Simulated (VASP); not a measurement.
Write the native input for VASP 6.6.1 that does the following.

- Task: single point
- Functional: PBE
- Potentials or basis: VASP PAW PBE potentials, release 64 (Pb_d, Se)
- Cutoff: 400 eV
- k mesh: 4 × 4 × 1
- Occupations: fermi-dirac, width 0.05 eV
- Spin: no spin polarisation
- Dipole correction: yes
- Further INCAR settings: ALGO = Normal; EDIFF = 1e-06; NBANDS = 28; NELMDL = -8

The structure of PbSe (Clausthalite) lies in POSCAR:

```
PbSe
1.0
    4.3284127397      0.0000000000      0.0000000000
    2.1642063698      3.7485153906      0.0000000000
    0.0000000000      0.0000000000     11.3012013042
Pb Se
2 2
Direct
    0.0000000000      0.0000000000      0.2654585047
    0.3333333333      0.3333333333      0.5781804984
    0.6666666667      0.6666666667      0.4218195016
    1.0000000000      1.0000000000      0.7345414953
```

These files were run (other wordings do the same):

INCAR

```
SYSTEM = PbSe
  PREC = Accurate
  ENCUT = 400
  EDIFF = 1E-6
  ISMEAR = -1
  SIGMA = 0.05
  LREAL = .FALSE.
  LASPH = .TRUE.
  NELM = 120
  ALGO = Normal
  ISIF = 2
  LWAVE = .FALSE.
  LCHARG = .FALSE.
  LDIPOL = .TRUE.
  IDIPOL = 3
  DIPOL = 0.5 0.5 0.500
  GGA = PE
  NBANDS = 28
  GGA_COMPAT = .FALSE.
  NELMDL = -8
```

KPOINTS

```
Automatic mesh
0
G
  4 4 1
  0 0 0
```

Potentials or basis: VASP PAW PBE potentials, release 64 (Pb_d, Se).

Launch:

```console
$ cat potpaw_PBE.64/Pb_d/POTCAR potpaw_PBE.64/Se/POTCAR > POTCAR
$ mpirun -np 1 vasp_std > vasp.out
```

Results of the run:

```json
{
 "Largest force": "2.263 eV/Å",
 "Band gap on the k mesh": "0.37 eV, indirect (least direct gap 0.40 eV)"
}
```

Caveat: spin-orbit coupling is left out, which moves the levels of the heavy elements.

It took 53 s on 1 thread of Intel Xeon 8259CL, with other jobs on the host, peak memory 0.24 GiB.
